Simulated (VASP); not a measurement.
Set up this calculation in VASP 6.6.1, as the native input.

| Quantity | Value |
| --- | --- |
| Task | relaxation of cell and atoms |
| Functional | PBE |
| Potentials or basis | VASP PAW PBE potentials, release 64 (Ti_sv, W_sv) |
| Cutoff | 600 eV |
| k mesh | 6 × 6 × 4 |
| Occupations | gaussian, width 0.1 eV |
| Spin | no spin polarisation |
| Dipole correction | no |
| Further INCAR settings | ALGO = Fast; EDIFF = 1e-06; IBRION = 2; EDIFFG = -0.04; NSW = 90; ISIF = 3 |

The structure of Ti3W2 lies in POSCAR:

```
Ti3W2
1.0
    4.0162162800      0.0000000000      0.0000000000
   -2.0081081400      3.4781453200      0.0000000000
    0.0000000000      0.0000000000      6.4158850300
Ti W
3 2
Direct
    0.5000000000      0.0000000000      0.5000000000
    0.0000000000      0.5000000000      0.5000000000
    0.5000000000      0.5000000000      0.5000000000
    0.0000000000      0.0000000000      0.1764940400
    0.0000000000      0.0000000000      0.8235059600
```

The cell was built from a structure type or drawn by symmetry, and may not be a known phase.

One way to write it, as run:

INCAR

```
  PREC = Accurate
  ENCUT = 600
  EDIFF = 1E-6
  ISMEAR = 0
  SIGMA = 0.1
  LREAL = F
  LASPH = T
  NELM = 60
  ALGO = Fast
  ISIF = 3
  LWAVE = F
  LCHARG = F
  GGA = PE
  IBRION = 2
  NSW = 90
  EDIFFG = -0.04
```

KPOINTS

```
Automatic mesh
0
Gamma
  6 6 4
```

Potentials or basis: VASP PAW PBE potentials, release 64 (Ti_sv, W_sv).

Launch:

```console
$ cat potpaw_PBE.64/Ti_sv/POTCAR potpaw_PBE.64/W_sv/POTCAR > POTCAR
$ mpirun -np 1 vasp_std > vasp.out
```

Results of the run:

```json
{"Relaxed volume": "24.10 Å³/atom", "Relaxed cell": "a = 5.284 Å, b = 5.284 Å, c = 4.984 Å, α = 90.00°, β = 90.00°, γ = 120.00°", "Space group after relaxing (to 0.1 Å)": "P6/mmm (No. 191)", "Energy gained by relaxing": "1690.5 meV/atom", "Ionic steps": "21", "Pressure after relaxing": "0.0 GPa", "Largest force after relaxing": "0.032 eV/Å", "Band gap on the k mesh": "zero (bands 32 and 33 overlap by 0.78 eV)"}
```

Caveat: the volume moved by over 15 % at a fixed basis, so the end points are rough; spin-orbit coupling is left out, which moves the levels of the heavy elements.

Run time: 47 min on 1 thread of Intel(R) Xeon(R) 6975P-C (Granite Rapids) (shared host), peak memory 0.28 GiB.
